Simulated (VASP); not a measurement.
Wanted: the native input for a VASP 6.6.1 run.

```
Task                               : single point
Functional                         : HSE06
Potentials or basis                : VASP PAW PBE potentials, release 64 (Li_sv, H)
Cutoff                             : 520 eV
k mesh                             : 4 × 4 × 4
Occupations                        : gaussian, width 0.01 eV
Spin                               : no spin polarisation
Dipole correction                  : no
Grid for exact exchange (PRECFOCK) : Normal
Further INCAR settings             : ALGO = Normal; EDIFF = 1e-06; NBANDS = 9
Share of exact exchange            : 0.25
Screening parameter                : 0.2079 1/Å
```

LiH:

```xyz
2
Lattice="2.5017 0.0000 0.0000 0.0000 2.5017 0.0000 0.0000 0.0000 2.5017" Properties=species:S:1:pos:R:3 pbc="T T T"
Li    0.0000    0.0000    0.0000
H     1.2508    1.2508    1.2508
```

These files were run (other wordings do the same):

POSCAR

```
LiH
1.0
    2.5016587118      0.0000000000      0.0000000000
    0.0000000000      2.5016587118      0.0000000000
    0.0000000000      0.0000000000      2.5016587118
Li H
1 1
Direct
    0.0000000000      0.0000000000      0.0000000000
    0.5000000000      0.5000000000      0.5000000000
```

INCAR.step1

```
SYSTEM = LiH
PREC = Accurate ; ENCUT = 520
EDIFF = 1E-5 ; ISMEAR = 0
SIGMA = 0.01 ; LREAL = .False.
LASPH = .True. ; NELM = 80
ALGO = Normal ; ISIF = 2
LWAVE = .True. ; LCHARG = .False.
NBANDS = 9 ; GGA = PE
```

INCAR.step2

```
SYSTEM = LiH
PREC = Accurate ; ENCUT = 520
EDIFF = 1E-6 ; ISMEAR = 0
SIGMA = 0.01 ; LREAL = .False.
LASPH = .True. ; NELM = 80
ALGO = Normal ; ISIF = 2
LWAVE = .False. ; LCHARG = .False.
GGA = PE ; LHFCALC = .True.
HFSCREEN = 0.2079 ; PRECFOCK = Normal
NBANDS = 9 ; ISTART = 1
```

KPOINTS

```
Automatic mesh
0
Gamma
  4 4 4
  0 0 0
```

Potentials or basis: VASP PAW PBE potentials, release 64 (Li_sv, H).

The run is started by

```bash
$ cat potpaw_PBE.64/Li_sv/POTCAR potpaw_PBE.64/H/POTCAR > POTCAR
$ cp INCAR.step1 INCAR
$ mpirun -np 1 vasp_std > vasp.out
$ cp INCAR.step2 INCAR
$ mpirun -np 1 vasp_std > vasp.out
```

It gave:

```yaml
Band_gap_on_the_k_mesh: 1.46 eV (least direct gap 5.29 eV)
```

Caveat: the k points lie up to 0.63 Å⁻¹ apart.

It took 21 s on 1 thread of Intel Xeon 8259CL (shared host), peak memory 0.22 GiB.
